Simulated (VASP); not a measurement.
# Co (Fd-3m) in VASP: notebook

The runs below take Co through relaxation of cell and atoms, with LDA.

Program: VASP 6.6.1. These are calculated values, not measurements. Logs are shortened: lines on timing, memory, paths and dates and some standing lists are left out, and cuts for length are marked.

## 1. The cell of the first run

The structure is cubic, space group Fd-3m (No. 227). Conventional cell: a = 4.162 Å, b = 4.162 Å, c = 4.162 Å, α = 90.00°, β = 90.00°, γ = 90.00°. Co (site symmetry -43m) has 4 Co at 1.80 Å within 2.4 Å.

This isn't the form of Co at room conditions, which is hcp.

## 2. Relaxation of cell and atoms, LDA, collinear spin, ferromagnetic start, target pressure 100 GPa, at which the enthalpy is minimised

The input, INCAR:

```
PREC = Accurate
ENCUT = 600
EDIFF = 1E-6
ISMEAR = -1
SIGMA = 0.1
LREAL = F
LASPH = T
NELM = 150
ALGO = Normal
ISIF = 3
LWAVE = F
LCHARG = F
ISPIN = 2
MAGMOM = 1.7 1.7
LORBIT = 11
LMAXMIX = 4
GGA = CA
IBRION = 2
NSW = 60
EDIFFG = -0.005
PSTRESS = 1000.0
```

The input, KPOINTS:

```
regular mesh
0
Gamma
  15 15 15
```

The input, POSCAR:

```
Co
1.0
    0.0000000000      2.0808234320      2.0808234320
    2.0808234320      0.0000000000      2.0808234320
    2.0808234320      2.0808234320      0.0000000000
Co
2
Direct
   -0.1250000000     -0.1250000000     -0.1250000000
    0.1250000000      0.1250000000      0.1250000000
```

Potentials or basis: VASP PAW LDA potentials, release 64 (Co).

Run with:

```sh
$ cat potpaw_LDA.64/Co/POTCAR > POTCAR
$ mpirun -np 1 vasp_std > vasp.out
```

OUTCAR:

```text
PREC = Accurate
   ENCUT = 600
   EDIFF = 1E-6
   ISMEAR = -1
   LREAL = F
   LASPH = T
   NELM = 150
   ISIF = 3
   ISPIN = 2
   LORBIT = 11
   GGA = CA
   IBRION = 2
   NSW = 60
   EDIFFG = -0.005
   PSTRESS = 1000.0

 ion  position               nearest neighbor table
   1  0.875  0.875  0.875-   2 1.80   2 1.80   2 1.80   2 1.80
   2  0.125  0.125  0.125-   1 1.80   1 1.80   1 1.80   1 1.80

  LATTYP: Found a face centered cubic cell.
 ALAT       =     4.1616468640

  Lattice vectors:

 A1 = (   0.0000000000,   2.0808234320,   2.0808234320)
 A2 = (   2.0808234320,   0.0000000000,   2.0808234320)
 A3 = (   2.0808234320,   2.0808234320,   0.0000000000)

Analysis of symmetry for initial positions (statically):
=====================================================================
 Subroutine PRICEL returns:
 Original cell was already a primitive cell.

 Routine SETGRP: Setting up the symmetry group for a
 face centered cubic supercell.

 Subroutine GETGRP returns: Found 48 space group operations
 (whereof 12 operations were pure point group operations)
 out of a pool of 48 trial point group operations.

The static configuration has the point symmetry D_3d.
 The point group associated with its full space group is O_h .

Analysis of symmetry for dynamics (positions and initial velocities):
=====================================================================
 Subroutine PRICEL returns:
 Original cell was already a primitive cell.

 Routine SETGRP: Setting up the symmetry group for a
 face centered cubic supercell.

 Subroutine GETGRP returns: Found 48 space group operations
 (whereof 12 operations were pure point group operations)
 out of a pool of 48 trial point group operations.

The dynamic configuration has the point symmetry D_3d.
 The point group associated with its full space group is O_h .

Analysis of structural, dynamic, and magnetic symmetry:
=====================================================================
 Subroutine PRICEL returns:
 Original cell was already a primitive cell.

 Routine SETGRP: Setting up the symmetry group for a
 face centered cubic supercell.

 Subroutine GETGRP returns: Found 48 space group operations
 (whereof 12 operations were pure point group operations)
 out of a pool of 48 trial point group operations.

The overall configuration has the point symmetry D_3d.
 The point group associated with its full space group is O_h .

[... 136 lines left out ...]
--------------------------------------- Ionic step        1  -------------------------------------------

 number of electron      17.9999997 magnetization       0.0018332

 number of electron      17.9999997 magnetization      -0.0000725

 Free energy of the ion-electron system (eV)
  ---------------------------------------------------
  ext. energy  EPLUGINS =         0.00000000
  ---------------------------------------------------
  free energy    TOTEN  =       -10.42393299 eV

  energy without entropy =      -10.35677174  energy(sigma->0) =      -10.39035237

------------------------ aborting loop because EDIFF is reached ----------------------------------------

  FORCE on cell =-STRESS in cart. coord.  units (eV):
  Direction    XX          YY          ZZ          XY          YZ          ZX
  --------------------------------------------------------------------------------------
  -------------------------------------------------------------------------------------
  Total       17.8521431     17.8521431     17.8521431      0.0000000      0.0000000      0.0000000
  in kB     1587.3228058   1587.3228058   1587.3228058      0.0000000      0.0000000      0.0000000
  external PRESSURE =     587.3228058 kB  Pullay stress =    1000.0000000 kB
[... 25 lines left out ...]
--------------------------------------- Ionic step        2  -------------------------------------------

 number of electron      17.9999997 magnetization      -0.0000072

 E-fermi :   6.6934     XC(G=0): -11.9798

 val. band max:        6.6884661426   @ k =  -0.2667   0.2667   0.0000
 cond. band min:       6.6936269235   @ k =   0.4667   0.1333   0.0667
 fundamental gap:      0.0051607809
 Fermi energy:         6.6934383241

 spin component 1

 k-point     1 :       0.0000    0.0000    0.0000
  band No.  band energies     occupation
      1      -0.4665      1.00000
      2       3.4244      1.00000
      3       3.4244      1.00000
      4       3.6233      1.00000
      5       3.6233      1.00000
      6       3.6233      1.00000
      7       5.5514      0.99999
      8       5.5514      0.99999
      9       5.5514      0.99999
     10       7.0316      0.03287
     11       7.0316      0.03287
     12      20.5737      0.00000
[... 926 lines left out ...]
  energy  without entropy=      -11.9875917747  energy(sigma->0) =      -12.02689193

  enthalpy is  TOTEN    =         0.5167924544 eV   P V=       12.5829845308

[... ionic steps 4 to 10 ...]

--------------------------------------- Ionic step       11  -------------------------------------------

 number of electron      18.0000012 magnetization      -0.0000000

------------------------ aborting loop because EDIFF is reached ----------------------------------------
[... 71 lines left out ...]
--------------------------------------- Ionic step       13  -------------------------------------------

 number of electron      18.0000012 magnetization      -0.0000000

 Free energy of the ion-electron system (eV)
  ---------------------------------------------------
  ext. energy  EPLUGINS =         0.00000000
  ---------------------------------------------------
  free energy    TOTEN  =       -11.87279257 eV

  energy without entropy =      -11.79600183  energy(sigma->0) =      -11.83439720

 E-fermi :  11.9078     XC(G=0): -13.9384

 val. band max:       11.8991362420   @ k =  -0.2000   0.3333   0.1333
 cond. band min:      11.9208285803   @ k =   0.4667   0.1333   0.0667
 fundamental gap:      0.0216923383
 Fermi energy:        11.9078437244

 spin component 1

 k-point     1 :       0.0000    0.0000    0.0000
  band No.  band energies     occupation
      1       2.5583      1.00000
      2       6.6051      1.00000
      3       6.6051      1.00000
      4       7.2905      1.00000
      5       7.2905      1.00000
      6       7.2905      1.00000
      7      10.0860      1.00000
      8      10.0860      1.00000
      9      10.0860      1.00000
     10      12.5430      0.00174
     11      12.5430      0.00174
     12      29.1977      0.00000
[... 886 lines left out ...]
  energy  without entropy=      -11.7960018290  energy(sigma->0) =      -11.83439720

  enthalpy is  TOTEN    =         0.5090655798 eV   P V=       12.3818581521

 reached required accuracy - stopping structural energy minimisation

 total charge

# of ion       s       p       d       tot
------------------------------------------
    1        0.717   0.715   7.767   9.200
    2        0.717   0.715   7.767   9.200
--------------------------------------------------
tot          1.434   1.431  15.535  18.400

 magnetization (x)

# of ion       s       p       d       tot
------------------------------------------
    1        0.000  -0.000  -0.000  -0.000
    2        0.000  -0.000  -0.000  -0.000
--------------------------------------------------
tot          0.000  -0.000  -0.000  -0.000
```

OSZICAR:

```text
N       E                     dE             d eps       ncg     rms          rms(c)
DAV:   1     0.948171966973E+02    0.94817E+02   -0.91165E+03  7456   0.190E+03
DAV:   2    -0.771451993058E+01   -0.10253E+03   -0.93351E+02  7214   0.278E+02
DAV:   3    -0.105968438655E+02   -0.28823E+01   -0.28401E+01  8320   0.650E+01
DAV:   4    -0.106451138610E+02   -0.48270E-01   -0.48259E-01  9732   0.671E+00
[... 76 lines left out ...]
  12 F= 0.50906865E+00 E0= 0.54746140E+00  d E =-.296732E-05  mag=     0.0000
       N       E                     dE             d eps       ncg     rms          rms(c)
DAV:   1    -0.118727934820E+02   -0.90025E-03   -0.17420E-05  7529   0.796E-02    0.884E-03
DAV:   2    -0.118727925723E+02    0.90970E-06   -0.45998E-06  6325   0.432E-02
  13 F= 0.50906558E+00 E0= 0.54746095E+00  d E =-.604124E-05  mag=    -0.0000
```

Run time: 1.8 min. Hardware: 1 thread of Intel Xeon 6975P-C (Granite Rapids), shared host; peak memory 0.19 GiB.

What came out:

| Item | Value |
| --- | --- |
| Free energy | -11.8728 eV |
| Relaxed volume | 9.92 Å³/atom |
| Relaxed cell | a = 3.039 Å, b = 3.039 Å, c = 3.039 Å, α = 60.00°, β = 60.00°, γ = 60.00° |
| Space group after relaxing (to 0.1 Å) | Fd-3m (No. 227) |
| Energy change on relaxing (the run minimises the enthalpy) | -724.4 meV/atom |
| Ionic steps | 13 |
| Pressure after relaxing | 100.0 GPa |
| Band gap on the k mesh | zero (filled and empty bands overlap) |
| Net moment | 0.00 μB per cell |

Step by step:
```tsv
step	energy change (eV)	largest force (eV/Å)	pressure (GPa)	volume (Å³)
1	0.0000	0.0000	158.73	18.02
2	-3.1938	0.0000	-4.72	28.08
3	-1.6423	0.0000	92.11	20.16
4	-1.4697	0.0000	99.53	19.87
5	-1.4459	0.0000	100.44	19.83
6	-1.4462	0.0000	100.32	19.83
7	-1.4471	0.0000	100.10	19.84
8	-1.4471	0.0000	100.33	19.84
9	-1.4472	0.0000	100.35	19.84
10	-1.4473	0.0000	100.33	19.84
11	-1.4475	0.0000	100.29	19.84
12	-1.4480	0.0000	100.20	19.84
13	-1.4489	0.0000	100.03	19.84
```

Final structure:
```yaml
crystal:
  lattice:
    - [0.00000, 2.14860, 2.14860]
    - [2.14860, 0.00000, 2.14860]
    - [2.14860, 2.14860, 0.00000]
  atoms:
    - { symbol: Co, position: [0.87500, 0.87500, 0.87500] }
    - { symbol: Co, position: [0.12500, 0.12500, 0.12500] }
```

Caveat: the cell is relaxed towards a set pressure, so the run minimises the enthalpy, not the energy; atoms lie so close that the PAW spheres overlap strongly, which falsifies energies and pressures; the moments typed at the start vanished in this run.

## 3. Relaxation of cell and atoms, LDA, collinear spin, ferromagnetic start, target pressure 100 GPa, at which the enthalpy is minimised

This run uses another cell than the first one, of 10.17 Å³/atom.

Edit INCAR of step 2 so:

```diff
@@ -18,3 +18,3 @@
 IBRION = 2
-NSW = 60
+NSW = 32
 EDIFFG = -0.005
```

The input, KPOINTS:

```
Automatic mesh
0
Gamma
  15 15 15
```

The input, POSCAR:

```
Co
1.0
    0.0000000000      2.1667748039      2.1667748039
    2.1667748039      0.0000000000      2.1667748039
    2.1667748039      2.1667748039      0.0000000000
Co
2
Direct
   -0.1250000000     -0.1250000000     -0.1250000000
    0.1250000000      0.1250000000      0.1250000000
```

Potentials or basis: VASP PAW LDA potentials, release 64 (Co).

Run with:

```sh
$ cat potpaw_LDA.64/Co/POTCAR > POTCAR
$ mpirun -np 1 vasp_std > vasp.out
```

It took 58 s on 1 thread of Intel Xeon 6975P-C (Granite Rapids), shared host; peak memory 0.19 GiB.

The run converged. Its results:

| Property | Result |
| --- | --- |
| Free energy | -11.8822 eV |
| Relaxed volume | 9.92 Å³/atom |
| Relaxed cell | a = 3.039 Å, b = 3.039 Å, c = 3.039 Å, α = 60.00°, β = 60.00°, γ = 60.00° |
| Space group after relaxing (to 0.1 Å) | Fd-3m (No. 227) |
| Energy change on relaxing (the run minimises the enthalpy) | +144.9 meV/atom |
| Ionic steps | 4 |
| Pressure after relaxing | 99.9 GPa |
| Band gap on the k mesh | zero (filled and empty bands overlap) |
| Net moment | 0.00 μB per cell |

The path:
```tsv
step	energy change (eV)	largest force (eV/Å)	pressure (GPa)	volume (Å³)
1	0.0000	0.0000	87.60	20.35
2	1.6528	0.0000	155.05	18.11
3	0.2777	0.0000	99.46	19.87
4	0.2898	0.0000	99.93	19.85
```

Final structure:
```
Co
1.0
     0.00000    2.14903    2.14903
     2.14903    0.00000    2.14903
     2.14903    2.14903    0.00000
Co
2
Direct
  0.87500 0.87500 0.87500
  0.12500 0.12500 0.12500
```

Levels at points of the mesh, in eV from the Fermi level:
Spin up:
```tsv
k point	band 7	band 8	band 9	band 10	band 11	band 12
(0.00, 0.00, 0.00)	-1.82	-1.82	-1.82	0.63	0.63	17.28
```
Spin down:
```tsv
k point	band 6	band 7	band 8	band 9	band 10	band 11	band 12	band 13
(0.00, 0.00, 0.00)	-4.61	-1.82	-1.82	-1.82	0.63	0.63	17.28	17.28
```

Caveat: the cell is relaxed towards a set pressure, so the run minimises the enthalpy, not the energy; atoms lie so close that the PAW spheres overlap strongly, which falsifies energies and pressures; the moments typed at the start vanished in this run.

The gap in the log of VASP goes by the Fermi energy; the results here count the filled bands.